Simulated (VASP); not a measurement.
Write the native input for VASP 6.6.1 that does the following.

- Task: single point
- Functional: PBE0
- Potentials or basis: VASP PAW PBE potentials, release 64 (Li_sv)
- Cutoff: 520 eV
- k mesh: 6 × 6 × 6
- Occupations: fermi-dirac, width 0.05 eV
- Spin: no spin polarisation
- Dipole correction: no
- Grid for exact exchange (PRECFOCK): Normal
- Further INCAR settings: ALGO = Normal; EDIFF = 1e-06; NBANDS = 8

Crystal: Li.

```xyz
1
Lattice="-1.7188 1.7188 1.7188 1.7188 -1.7188 1.7188 1.7188 1.7188 -1.7188" Properties=species:S:1:pos:R:3 pbc="T T T"
Li    0.0000    0.0000    0.0000
```

These files were run (other wordings do the same):

POSCAR

```
Li
1.0
   -1.7188307657      1.7188307657      1.7188307657
    1.7188307657     -1.7188307657      1.7188307657
    1.7188307657      1.7188307657     -1.7188307657
Li
1
Direct
    0.0000000000      0.0000000000      0.0000000000
```

INCAR.step1

```
PREC = Accurate
ENCUT = 520
EDIFF = 1E-5
ISMEAR = -1
SIGMA = 0.05
LREAL = F
LASPH = T
NELM = 80
ALGO = Normal
ISIF = 2
LWAVE = T
LCHARG = F
NBANDS = 8
GGA = PE
```

INCAR.step2

```
PREC = Accurate
ENCUT = 520
EDIFF = 1E-6
ISMEAR = -1
SIGMA = 0.05
LREAL = F
LASPH = T
NELM = 80
ALGO = Normal
ISIF = 2
LWAVE = F
LCHARG = F
GGA = PE
LHFCALC = T
AEXX = 0.25
PRECFOCK = Normal
NBANDS = 8
ISTART = 1
```

KPOINTS

```
Automatic mesh
0
Gamma
  6 6 6
```

Potentials or basis: VASP PAW PBE potentials, release 64 (Li_sv).

Command:

```sh
$ cat potpaw_PBE.64/Li_sv/POTCAR > POTCAR
$ cp INCAR.step1 INCAR
$ mpirun -np 1 vasp_std > vasp.out
$ cp INCAR.step2 INCAR
$ mpirun -np 1 vasp_std > vasp.out
```

Wall time 2.5 min on 1 thread of AMD EPYC 7R13 (shared host), peak memory 0.1 GiB.
